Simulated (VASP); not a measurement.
Here is a VASP 6.6.1 calculation.

File POSCAR:

```
Y
1.0
    0.0000000000      3.5440661240      3.5440661240
    3.5440661240      0.0000000000      3.5440661240
    3.5440661240      3.5440661240      0.0000000000
Y
2
Direct
    0.1250000000      0.1250000000      0.1250000000
    0.8750000000      0.8750000000      0.8750000000
```

INCAR.step1

```
PREC = Accurate
ENCUT = 520
ISMEAR = -1
SIGMA = 0.1
LREAL = F
LASPH = T
NELM = 80
NBANDS = 18
GGA = PE
ALGO = Normal
EDIFF = 1E-4
LWAVE = T
LCHARG = F
```

INCAR.step2

```
PREC = Accurate
ENCUT = 520
EDIFF = 1E-7
ISMEAR = -1
SIGMA = 0.1
LREAL = F
LASPH = T
NELM = 80
ALGO = Normal
ISIF = 2
LWAVE = F
LCHARG = F
METAGGA = R2SCAN
LMIXTAU = T
NBANDS = 18
ISTART = 1
```

KPOINTS

```
Automatic mesh
0
Gamma
  9 9 9
```

Potentials or basis: VASP PAW PBE potentials, release 64 (Y_sv).

Command:

```sh
$ cat potpaw_PBE.64/Y_sv/POTCAR > POTCAR
$ cp INCAR.step1 INCAR
$ mpirun -np 1 vasp_std > vasp.out
$ cp INCAR.step2 INCAR
$ mpirun -np 1 vasp_std > vasp.out
```

Problem. Predict the band gap on the k mesh.

Solution. Zero (bands 11 and 12 overlap by 0.57 eV).

Problem. Predict the pressure.

Solution. -0.7 GPa.

Caveat: the PAW data sets were made with another functional, which shifts forces and pressure a little.
